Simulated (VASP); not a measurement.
Wanted: the native input for a VASP 6.6.1 run.

```
Task                   : single point
Functional             : LDA
Potentials or basis    : VASP PAW LDA potentials, release 64 (Cs_sv, H)
Cutoff                 : 520 eV
k mesh                 : 8 × 8 × 8
Occupations            : gaussian, width 0.05 eV
Spin                   : no spin polarisation
Dipole correction      : no
Further INCAR settings : ALGO = Normal; EDIFF = 1e-06; NBANDS = 12
```

The structure of CsH lies in POSCAR:

```
CsH
1.0
    0.0000000000      3.1880000000      2.9329600000
    3.1880000000      0.0000000000      2.9329600000
    3.1880000000      3.1880000000      0.0000000000
Cs H
1 1
Direct
    0.0000000000      0.0000000000      0.0000000000
    0.5000000000      0.5000000000      0.5000000000
```

This cell differs from its parent crystal: strain +0.000 along x and y, -0.080 along z.

The input as run:

INCAR

```
SYSTEM = CsH
PREC = Accurate
ENCUT = 520
EDIFF = 1E-6
ISMEAR = 0
SIGMA = 0.05
LREAL = .FALSE.
LASPH = .TRUE.
NELM = 100
ALGO = Normal
ISIF = 2
LWAVE = .FALSE.
LCHARG = .FALSE.
GGA = CA
NBANDS = 12
```

KPOINTS

```
regular mesh
0
G
  8 8 8
  0 0 0
```

Potentials or basis: VASP PAW LDA potentials, release 64 (Cs_sv, H).

Command:

```sh
$ cat potpaw_LDA.64/Cs_sv/POTCAR potpaw_LDA.64/H/POTCAR > POTCAR
$ mpirun -np 1 vasp_std > vasp.out
```

It gave:

```
Pressure               : -0.3 GPa
Band gap on the k mesh : 1.77 eV, direct
```

Caveat: the cell differs from its parent crystal (strain +0.000 along x and y, -0.080 along z); spin-orbit coupling is left out, which moves the levels of the heavy elements.

Run time: 22 s on 1 thread of AMD EPYC 9R14 (Zen 4), with other jobs on the host, peak memory 0.15 GiB.
